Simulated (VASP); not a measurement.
# InSb in VASP: notebook

The runs below take InSb through single point, with LDA.

Program: VASP 6.6.1. These are calculated values, not measurements. Logs are shortened: lines on timing, memory, paths and dates and some standing lists are left out, and cuts for length are marked.

## (1) The cell of the first run

The cell holds a slab with vacuum, 16 atoms: a = 9.150 Å, b = 9.150 Å, c = 17.669 Å, α = 90.00°, β = 90.00°, γ = 60.00°.

## (2) Single point, LDA

File INCAR:

```
PREC = Accurate ; ENCUT = 520
EDIFF = 1E-7 ; ISMEAR = -1
SIGMA = 0.1 ; LREAL = Auto
LASPH = T ; NELM = 80
ALGO = Normal ; ISIF = 2
LWAVE = F ; LCHARG = F
NBANDS = 86
```

File KPOINTS:

```
regular mesh
0
Gamma
  2 2 1
```

File POSCAR:

```
InSb
1.0
    9.1499620000      0.0000000000      0.0000000000
    4.5749810000      7.9240990000      0.0000000000
    0.0000000000      0.0000000000     17.6693200000
In Sb
8 8
Direct
    0.0000000000      0.0000000000      0.0565952736
    0.0000041616      0.4999937532      0.0565952736
    0.5000020765      0.0000000000      0.0565952736
    0.5000062382      0.4999937532      0.0565952736
    0.7206852747      0.6030969578      0.2299522562
    0.6626237489      0.1666056923      0.2603212800
    0.1739934286      0.6468369464      0.2827896037
    0.2058269837      0.1109274379      0.2550183029
    0.1720829089      0.1629838295      0.0866982997
    0.1764300436      0.6676468833      0.0918880862
    0.6400959177      0.1705682880      0.0843099791
    0.6771732939      0.6707765766      0.0652373719
    0.8252160468      0.8147803302      0.3146018070
    0.8737439194      0.3008922529      0.3083423697
    0.4054975091      0.7741700350      0.3032657737
    0.3295018112      0.3083883732      0.3114211526
```

Potentials or basis: VASP PAW LDA potentials, release 64 (In_d, Sb).

Run with:

```bash
$ cat potpaw_LDA.64/In_d/POTCAR potpaw_LDA.64/Sb/POTCAR > POTCAR
$ mpirun -np 1 vasp_std > vasp.out
```

OUTCAR:

```text
PREC = Accurate
   ENCUT = 520
   EDIFF = 1E-7
   ISMEAR = -1
   LREAL = Auto
   LASPH = T
   NELM = 80
   ISIF = 2

 ion  position               nearest neighbor table
   1  0.000  0.000  0.057-  10 2.71   9 2.71  11 2.89
   2  0.000  0.500  0.057-  12 2.56   9 2.72  10 2.80   5 3.79
   3  0.500  0.000  0.057-  11 2.51  12 2.62   9 2.65
   4  0.500  0.500  0.057-  10 2.64  11 2.67  12 2.76
   5  0.721  0.603  0.230-  14 2.77  15 2.82  13 2.96  12 2.96   2 3.79
   6  0.663  0.167  0.260-  16 2.80  14 2.89  13 2.95  11 3.12
   7  0.174  0.647  0.283-  16 2.73  13 2.82  15 2.91  10 3.38
   8  0.206  0.111  0.255-  16 2.75  14 2.80  15 2.82   9 3.00
   9  0.172  0.163  0.087-   3 2.65   1 2.71   2 2.72   8 3.00
  10  0.176  0.668  0.092-   4 2.64   1 2.71   2 2.80   7 3.38
  11  0.640  0.171  0.084-   3 2.51   4 2.67   1 2.89   6 3.12
  12  0.677  0.671  0.065-   2 2.56   3 2.62   4 2.76   5 2.96
  13  0.825  0.815  0.315-   7 2.82   6 2.95   5 2.96
  14  0.874  0.301  0.308-   5 2.77   8 2.80   6 2.89
  15  0.405  0.774  0.303-   8 2.82   5 2.82   7 2.91
  16  0.330  0.308  0.311-   7 2.73   8 2.75   6 2.80

  LATTYP: Found a hexagonal cell.
 ALAT       =     9.1499615361
 C/A-ratio  =     1.9310813417

  Lattice vectors:

 A1 = (  -4.5749810000,  -7.9240990000,   0.0000000000)
 A2 = (   9.1499620000,   0.0000000000,   0.0000000000)
 A3 = (   0.0000000000,   0.0000000000,  17.6693200000)

Analysis of symmetry for initial positions (statically):
=====================================================================
 Subroutine PRICEL returns:
 Original cell was already a primitive cell.

 Routine SETGRP: Setting up the symmetry group for a
 hexagonal supercell.

 Subroutine GETGRP returns: Found  1 space group operations
 (whereof  1 operations were pure point group operations)
 out of a pool of 24 trial point group operations.

The static configuration has the point symmetry C_1 .

Analysis of symmetry for dynamics (positions and initial velocities):
=====================================================================
 Subroutine PRICEL returns:
 Original cell was already a primitive cell.

 Routine SETGRP: Setting up the symmetry group for a
 hexagonal supercell.

 Subroutine GETGRP returns: Found  1 space group operations
 (whereof  1 operations were pure point group operations)
 out of a pool of 24 trial point group operations.

The dynamic configuration has the point symmetry C_1 .

 Subroutine INISYM returns: Found  1 space group operations
 (whereof  1 operations are pure point group operations),
 and found     1 'primitive' translations

----------------------------------------------------------------------------------------

                                     Primitive cell

  volume of cell :    1281.1177

  direct lattice vectors                    reciprocal lattice vectors
     9.149962000  0.000000000  0.000000000     0.109290071 -0.063098656  0.000000000
     4.574981000  7.924099000  0.000000000     0.000000000  0.126197313  0.000000000
     0.000000000  0.000000000 17.669320000     0.000000000  0.000000000  0.056595274

  length of vectors
     9.149962000  9.149961536 17.669320000     0.126197306  0.126197313  0.056595274

  position of ions in fractional coordinates (direct lattice)
     0.000000000  0.000000000  0.056595274
     0.000004162  0.499993753  0.056595274
     0.500002077  0.000000000  0.056595274
     0.500006238  0.499993753  0.056595274
     0.720685275  0.603096958  0.229952256
     0.662623749  0.166605692  0.260321280
[... 8 lines left out ...]
     0.405497509  0.774170035  0.303265774
     0.329501811  0.308388373  0.311421153

  ion indices of the primitive-cell ions
   primitive index   ion index
                 1           1
                 2           2
                 3           3
                 4           4
                 5           5
                 6           6
[... 8 lines left out ...]
                15          15
                16          16

----------------------------------------------------------------------------------------

 KPOINTS: regular mesh

Automatic generation of k-mesh.
 Grid dimensions read from file:
 generate k-points for:    2    2    1

 Generating k-lattice:

  Cartesian coordinates                     Fractional coordinates (reciprocal lattice)
     0.054645036 -0.031549328  0.000000000     0.500000000  0.000000000  0.000000000
     0.000000000  0.063098656  0.000000000     0.000000000  0.500000000  0.000000000
     0.000000000  0.000000000  0.056595274     0.000000000  0.000000000  1.000000000

  Length of vectors
     0.063098653  0.063098656  0.056595274

  Shift w.r.t. Gamma in fractional coordinates (k-lattice)
     0.000000000  0.000000000  0.000000000

 Subroutine IBZKPT returns following result:
 ===========================================

 Found      4 irreducible k-points:

 Following reciprocal coordinates:
            Coordinates               Weight
  0.000000  0.000000  0.000000      1.000000
  0.500000 -0.000000  0.000000      1.000000
  0.500000  0.500000  0.000000      1.000000
  0.000000  0.500000  0.000000      1.000000
   k-points           NKPTS =      4   k-points in BZ     NKDIM =      4   number of bands    NBANDS=     86
   number of dos      NEDOS =    301   number of ions     NIONS =     16
   total plane-waves  NPLWV = 686000
   dimension x,y,z NGX =    70 NGY =   70 NGZ =  140
   dimension x,y,z NGXF=   140 NGYF=  140 NGZF=  280
   ions per type =               8   8
   NGX,Y,Z   is equivalent  to a cutoff of  12.72, 12.72, 13.17 a.u.
   NGXF,Y,Z  is equivalent  to a cutoff of  25.44, 25.44, 26.34 a.u.
 SYSTEM =  unknown system
   PREC   = accura    normal or accurate (medium, high low for compatibility)
   ISTART =      0    job   : 0-new  1-cont  2-samecut
   ICHARG =      2    charge: 1-file 2-atom 10-const
   ISPIN  =      1    spin polarized calculation?
   LNONCOLLINEAR =      F non collinear calculations
   LSORBIT =      F    spin-orbit coupling
   LASPH  =      T    aspherical Exc in radial PAW
   ENCUT  =  520.0 eV  38.22 Ry    6.18 a.u.  17.01 17.01 32.85*2*pi/ulx,y,z
   NELM   =     80;   NELMIN=  2; NELMDL= -5     # of ELM steps
   EDIFF  = 0.1E-06   stopping-criterion for ELM
   LREAL  =      T    real-space projection
   EDIFFG = 0.1E-05   stopping-criterion for IOM
   NSW    =      0    number of steps for IOM
   IBRION =     -1    ionic relax: 0-MD 1-quasi-New 2-CG
   NFREE  =      0    steps in history (QN), initial steepest desc. (CG)
   ISIF   =      2    stress and relaxation
   ISYM   =      2    0-nonsym 1-usesym 2-fastsym
   POTIM  = 0.5000    time-step for ionic-motion
   TEBEG  =    0.0;   TEEND  =   0.0 temperature during run
   PSTRESS=    0.0 pullay stress
   NELECT =     144.0000    total number of electrons
   NUPDOWN=      -1.0000    fix difference up-down
   EMIN   =  10.00;   EMAX   =-10.00  energy-range for DOS
   EFERMI =   0.00;   METHOD = LEGACY
   ISMEAR =    -1;   SIGMA  =   0.10  broadening in eV -4-tet -1-fermi 0-gaus
   EFERMI_NEDOS =   21; number of points for ismear=-14 and -15
   IALGO  =     38    algorithm
   IMIX   =      4    mixing-type and parameters
     AMIX     =   0.40;   BMIX     =  1.00
     AMIX_MAG =   1.60;   BMIX_MAG =  1.00
  volume/ion in A,a.u.               =      80.07       540.34
  Fermi-wavevector in a.u.,A,eV,Ry     =   0.790071  1.493017  8.492917  0.624212
  Thomas-Fermi vector in A             =   1.895339
   LORBIT       =      0    0 simple, 1 ext, 2 COOP (PROOUT), +10 PAW based schemes
   GGA     = CA    functional components
   LHFCALC =     F    Hartree Fock is set to
   AEXX    =    0.0000 exact exchange contribution
   IVDW    =     0    specifies the selected vdW correction
   LEPSILON=     F    determine dielectric tensor
   LRPA    =     F    only Hartree local field effects (RPA)
 non-spin polarized calculation
  energy-cutoff  :      520.00
  volume of cell :     1281.12
 maximum number of plane-waves:     34500
 NGX is ok and might be reduce to    70
   NGX = 35   NGY = 35   NGZ = 65

 number of electron     144.0000008 magnetization

 Free energy of the ion-electron system (eV)
  ---------------------------------------------------
  ext. energy  EPLUGINS =         0.00000000
  ---------------------------------------------------
  free energy    TOTEN  =       -58.20379088 eV

  energy without entropy =      -58.07744362  energy(sigma->0) =      -58.14061725

 E-fermi :  -0.4070     XC(G=0):  -4.5223

 val. band max:       -0.5298306525   @ k =   0.0000   0.0000   0.0000
 cond. band min:      -0.3308938766   @ k =   0.0000   0.0000   0.0000
 fundamental gap:      0.1989367758
 Fermi energy:        -0.4070071089

 k-point     1 :       0.0000    0.0000    0.0000
  band No.  band energies     occupation
      1     -16.0739      2.00000
      2     -16.0141      2.00000
      3     -15.9524      2.00000
      4     -15.8817      2.00000
      5     -15.8577      2.00000
      6     -15.8435      2.00000
[... 76 lines left out ...]
     83       1.3157      0.00000
     84       1.7521      0.00000

 k-point     2 :       0.5000   -0.0000    0.0000
  band No.  band energies     occupation
      1     -16.0730      2.00000
      2     -16.0118      2.00000
      3     -15.9473      2.00000
      4     -15.8808      2.00000
      5     -15.8578      2.00000
      6     -15.8458      2.00000
[... 76 lines left out ...]
     83       2.3077      0.00000
     84       2.5348      0.00000

 k-point     3 :       0.5000    0.5000    0.0000
  band No.  band energies     occupation
      1     -16.0726      2.00000
      2     -16.0113      2.00000
      3     -15.9505      2.00000
      4     -15.8815      2.00000
      5     -15.8565      2.00000
      6     -15.8425      2.00000
[... 76 lines left out ...]
     83       2.2078      0.00000
     84       2.5183      0.00000

 k-point     4 :       0.0000    0.5000    0.0000
  band No.  band energies     occupation
      1     -16.0714      2.00000
      2     -16.0103      2.00000
      3     -15.9486      2.00000
      4     -15.8806      2.00000
      5     -15.8587      2.00000
      6     -15.8469      2.00000
[... 76 lines left out ...]
     83       2.2015      0.00000
     84       2.4818      0.00000
 [bands above 84 left out]

------------------------ aborting loop because EDIFF is reached ----------------------------------------

  FORCE on cell =-STRESS in cart. coord.  units (eV):
  Direction    XX          YY          ZZ          XY          YZ          ZX
  --------------------------------------------------------------------------------------
  -------------------------------------------------------------------------------------
  Total        4.0764621      6.2762978     -2.9427041     -0.9472162      0.8238921     -0.3582661
  in kB        5.0980603      7.8491947     -3.6801724     -1.1845972      1.0303669     -0.4480509
  external PRESSURE =       3.0890276 kB  Pullay stress =       0.0000000 kB

 VOLUME and BASIS-vectors are now :
 -----------------------------------------------------------------------------
  energy-cutoff  :      520.00
  volume of cell :     1281.12
      direct lattice vectors                 reciprocal lattice vectors
     9.149962000  0.000000000  0.000000000     0.109290071 -0.063098656  0.000000000
     4.574981000  7.924099000  0.000000000     0.000000000  0.126197313  0.000000000
     0.000000000  0.000000000 17.669320000     0.000000000  0.000000000  0.056595274

 POSITION                                       TOTAL-FORCE (eV/Angst)
 -----------------------------------------------------------------------------------
      0.00000      0.00000      1.00000        -0.749249      0.237648     -0.010956
      2.28750      3.96200      1.00000         1.681842     -0.405155     -0.055190
      4.57500      0.00000      1.00000        -1.173838     -0.237176     -0.565667
      6.86250      3.96200      1.00000         0.417984      0.222871     -0.289401
      9.35340      4.77900      4.06310         0.239772      0.460182      0.332719
      6.82520      1.32020      4.59970         0.190677     -0.504431      0.085468
[... 8 lines left out ...]
      7.25210      6.13460      5.35850        -0.503970      0.206681     -0.024842
      4.42580      2.44370      5.50260         0.503473     -0.140382      0.166002
 -----------------------------------------------------------------------------------
    total drift:                                0.008171      0.006466     -0.055194

  FREE ENERGIE OF THE ION-ELECTRON SYSTEM (eV)
  ---------------------------------------------------
  free  energy   TOTEN  =       -58.2037908799 eV

  energy  without entropy=      -58.0774436222  energy(sigma->0) =      -58.14061725
```

Run time: 38 min. Hardware: 1 thread of Oxide Virtual Turin-like, shared host; peak memory 0.94 GiB.

Results:

```yaml
Free_energy: -58.2038 eV
Largest_force: 2.571 eV/Å
Band_gap_on_the_k_mesh: 0.20 eV
```

Forces in eV/Å, atoms in the order of the input:
```
In  -0.749  0.238 -0.011
In   1.682 -0.405 -0.055
In  -1.174 -0.237 -0.566
In   0.418  0.223 -0.289
In   0.240  0.460  0.333
In   0.191 -0.504  0.085
In   0.127  0.429 -0.527
In  -0.200 -0.256 -0.135
Sb  -0.400  0.183  0.300
Sb  -0.914  0.046  0.520
Sb   2.475  0.192  0.666
Sb  -1.272 -0.434  0.186
Sb   0.000  0.177 -0.459
Sb  -0.423 -0.177 -0.189
Sb  -0.504  0.207 -0.025
Sb   0.503 -0.140  0.166
```

Levels at points of the mesh, in eV from the valence-band top:
| k point | band 69 | band 70 | band 71 | band 72 | band 73 | band 74 | band 75 | band 76 |
| --- | --- | --- | --- | --- | --- | --- | --- | --- |
| (0.00, 0.00, 0.00) | -0.79 | -0.63 | -0.50 | 0.00 | 0.20 | 0.41 | 0.66 | 0.73 |
| (0.50, 0.00, 0.00) | -0.67 | -0.53 | -0.26 | -0.17 | 0.64 | 0.74 | 0.84 | 0.96 |
| (0.50, 0.50, 0.00) | -0.61 | -0.47 | -0.37 | -0.19 | 0.61 | 0.73 | 0.79 | 1.06 |
| (0.00, 0.50, 0.00) | -0.66 | -0.46 | -0.38 | -0.16 | 0.53 | 0.74 | 0.87 | 0.94 |

Caveat: the atoms stand as in a frame of molecular dynamics; there is no dipole correction, which matters where the two faces differ; semilocal functionals underestimate gaps, and a narrow one can read as zero; spin-orbit coupling is left out, which moves the levels of the heavy elements.

## (3) Single point, LDA

File INCAR:

```
  ALGO = Normal
  EDIFF = 1E-6
  ENCUT = 520
  ISIF = 2
  ISMEAR = -1
  LASPH = True
  LCHARG = True
  LELF = True
  LREAL = Auto
  LVHAR = True
  LWAVE = False
  NBANDS = 86
  NELM = 60
  PREC = Accurate
  SIGMA = 0.1
```

File KPOINTS:

```
k-points
0
Gamma
  2 2 1
```

File POSCAR:

```
InSb
1.0
    9.1499620000      0.0000000000      0.0000000000
    4.5749810000      7.9240990000      0.0000000000
    0.0000000000      0.0000000000     17.6693200000
In Sb
8 8
Direct
    0.0000000000      0.0000000000      0.0565952736
    0.0000041616      0.4999937532      0.0565952736
    0.5000020765      0.0000000000      0.0565952736
    0.5000062382      0.4999937532      0.0565952736
    0.7233137172      0.6257746149      0.2545202645
    0.6020734519      0.2001867973      0.2732080239
    0.1677445000      0.6220013152      0.2824047558
    0.1828127183      0.1162782040      0.2188539231
    0.1714122599      0.1601065307      0.0560123423
    0.1682702265      0.6598352696      0.1119907274
    0.6648345027      0.1900531530      0.1078932296
    0.6774204742      0.6502821330      0.0881754363
    0.8343261190      0.8354893093      0.3160393269
    0.8483198273      0.3118714191      0.2877813068
    0.3731179759      0.7714315533      0.2594553724
    0.2690972954      0.3001476887      0.3349364888
```

Potentials or basis: VASP PAW LDA potentials, release 64 (In_d, Sb).

Run with:

```bash
$ cat potpaw_LDA.64/In_d/POTCAR potpaw_LDA.64/Sb/POTCAR > POTCAR
$ mpirun -np 1 vasp_std > vasp.out
```

OUTCAR:

```text
EDIFF = 1E-6
   ENCUT = 520
   ISIF = 2
   ISMEAR = -1
   LASPH = True
   LREAL = Auto
   NELM = 60
   PREC = Accurate

 ion  position               nearest neighbor table
   1  0.000  0.000  0.057-   9 2.63  11 2.81  10 2.87   8 3.73
   2  0.000  0.500  0.057-  12 2.62   9 2.69  10 2.78
   3  0.500  0.000  0.057-   9 2.60  12 2.83  11 2.96   8 3.83
   4  0.500  0.500  0.057-  11 2.62  12 2.66  10 2.81
   5  0.723  0.626  0.255-  14 2.57  15 2.79  13 2.80  12 2.96
   6  0.602  0.200  0.273-  14 2.91  16 2.92  11 2.97  13 3.02   7 3.92
   7  0.168  0.622  0.282-  13 2.74  16 2.77  15 2.85  10 3.03   6 3.92
   8  0.183  0.116  0.219-  15 2.83   9 2.90  14 2.93  16 3.00   1 3.73   3 3.83
   9  0.171  0.160  0.056-   3 2.60   1 2.63   2 2.69   8 2.90
[... 562 lines left out ...]
  in kB        3.6462071      5.7430830     -1.3454962     -1.6297493     -2.8714238      0.0096023
  external PRESSURE =       2.6812646 kB  Pullay stress =       0.0000000 kB

 VOLUME and BASIS-vectors are now :
 -----------------------------------------------------------------------------
  energy-cutoff  :      520.00
  volume of cell :     1281.12
      direct lattice vectors                 reciprocal lattice vectors
     9.149962000  0.000000000  0.000000000     0.109290071 -0.063098656  0.000000000
     4.574981000  7.924099000  0.000000000     0.000000000  0.126197313  0.000000000
     0.000000000  0.000000000 17.669320000     0.000000000  0.000000000  0.056595274

 POSITION                                       TOTAL-FORCE (eV/Angst)
 -----------------------------------------------------------------------------------
      0.00000      0.00000      1.00000        -1.167014     -0.841151      0.292183
      2.28750      3.96200      1.00000         0.861070      0.212099     -0.313971
      4.57500      0.00000      1.00000         1.720131     -0.522821      0.273899
      6.86250      3.96200      1.00000        -0.819089      0.705698     -0.263854
      9.48120      4.95870      4.49720         0.395278      1.433581     -0.166468
      6.42480      1.58630      4.82740         0.169992     -0.505143      0.239918
[... 8 lines left out ...]
      6.94330      6.11290      4.58440        -0.424912      0.189715     -0.070829
      3.83540      2.37840      5.91810         0.437479     -0.501793     -0.640438
 -----------------------------------------------------------------------------------
    total drift:                               -0.013494      0.004571     -0.076970

  FREE ENERGIE OF THE ION-ELECTRON SYSTEM (eV)
  ---------------------------------------------------
  free  energy   TOTEN  =       -57.9298342649 eV

  energy  without entropy=      -57.7122493224  energy(sigma->0) =      -57.82104179
```

OSZICAR:

```text
N       E                     dE             d eps       ncg     rms          rms(c)
DAV:   1     0.124496567416E+04    0.12450E+04   -0.55721E+04   752   0.138E+03
DAV:   2     0.673674901881E+02   -0.11776E+04   -0.11539E+04   784   0.348E+02
DAV:   3    -0.539783287748E+02   -0.12135E+03   -0.11946E+03   824   0.158E+02
[... 16 lines left out ...]
DAV:  20    -0.579298054568E+02   -0.78605E-04   -0.39526E-06   484   0.588E-03    0.236E-03
DAV:  21    -0.579298232815E+02   -0.17825E-04   -0.66290E-07   484   0.415E-03    0.215E-03
DAV:  22    -0.579298298702E+02   -0.65886E-05   -0.24512E-07   424   0.169E-03    0.969E-04
DAV:  23    -0.579298334131E+02   -0.35429E-05   -0.17988E-07   432   0.169E-03    0.787E-04
DAV:  24    -0.579298342649E+02   -0.85184E-06   -0.55942E-08   442   0.104E-03
   1 F= -.57929834E+02 E0= -.57821042E+02  d E =-.217585E+00
```

Run time: 37 min. Hardware: 1 thread of Oxide Virtual Turin-like, shared host; peak memory 0.93 GiB.

Results:

* Free energy: -57.9298 eV
* Largest force: 1.866 eV/Å
* Band gap on the k mesh: 0.01 eV (least direct gap 0.23 eV)

Forces in eV/Å, atoms in the order of the input:
```
In  -1.167 -0.841  0.292
In   0.861  0.212 -0.314
In   1.720 -0.523  0.274
In  -0.819  0.706 -0.264
In   0.395  1.434 -0.166
In   0.170 -0.505  0.240
In   0.187  0.222 -0.274
In  -0.149  0.349  0.771
Sb  -0.149  0.644 -0.157
Sb   0.181  0.310 -0.193
Sb  -0.428 -1.476  0.057
Sb  -0.216  1.073  0.178
Sb  -0.436  0.532 -0.091
Sb  -0.163 -1.824  0.358
Sb  -0.425  0.190 -0.071
Sb   0.437 -0.502 -0.640
```

Caveat: the atoms stand as in a frame of molecular dynamics; there is no dipole correction, which matters where the two faces differ; semilocal functionals underestimate gaps, and a narrow one can read as zero; spin-orbit coupling is left out, which moves the levels of the heavy elements.
